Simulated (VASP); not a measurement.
Runs of VASP 6.6.1 on PbSe. The structure is that of space group Pm-3m (No. 221), or close to it. The cells are those of the table. 

| cell | gap on the mesh (eV) | pressure (GPa) |
| --- | --- | --- |
| a = 3.707 Å, 2 atoms | none | 2.0 |
| a = 3.733 Å, 2 atoms | none | 0.9 |
| a = 3.759 Å, 2 atoms | none | -0.1 |
| a = 3.784 Å, 2 atoms | none | (a) |

Alike in all rows: no spin polarisation; smearing fermi-dirac 0.05 eV.

Problem. Fill in the values left out.

Solution. (a) -1.1.

Caveats: all runs use coarse meshes; the PAW data sets were made with another functional, which shifts forces and pressure a little; spin-orbit coupling is left out, which moves the levels of the heavy elements.

A k mesh can miss the band edges, and the runs leave out spin-orbit coupling on Pb, Se.

A gap of «none» marks levels without a gap at the run's occupations.
